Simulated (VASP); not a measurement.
Au: single point with PBEsol

The system is Au.

```xyz
1
Lattice="0.0000 2.0212 2.0212 2.0212 0.0000 2.0212 2.0212 2.0212 0.0000" Properties=species:S:1:pos:R:3 pbc="T T T"
Au    0.0000    0.0000    0.0000
```

This cell differs from its parent crystal: volume scaled by 0.97.

```json
{
 "Program": "VASP 6.6.1",
 "Task": "single point",
 "Functional": "PBEsol",
 "Potentials or basis": "VASP PAW PBE potentials, release 64 (Au)",
 "Cutoff": "520 eV",
 "k mesh": "18 × 18 × 18",
 "Occupations": "gaussian, width 0.1 eV",
 "Spin": "no spin polarisation"
}
```

```yaml
Pressure: 5.5 GPa
```

Levels at points of the mesh, in eV from the Fermi level:
```csv
k point,band 4,band 5,band 6,band 7,band 8,band 9
"(0.00, 0.00, 0.00)",-4.84,-3.22,-3.22,14.47,18.64,18.64
"(0.50, 0.00, 0.00)",-1.95,-1.95,-1.16,3.24,13.91,17.34
"(0.50, 0.50, 0.00)",-1.61,-1.61,0.88,6.02,10.06,10.06
```

Run time: 23 s on 1 thread of Intel Xeon 6975P-C, with other jobs on the host, peak memory 0.17 GiB.

Caveat: the PAW data sets were made with another functional, which shifts forces and pressure a little; spin-orbit coupling is left out, which moves the levels of the heavy elements.
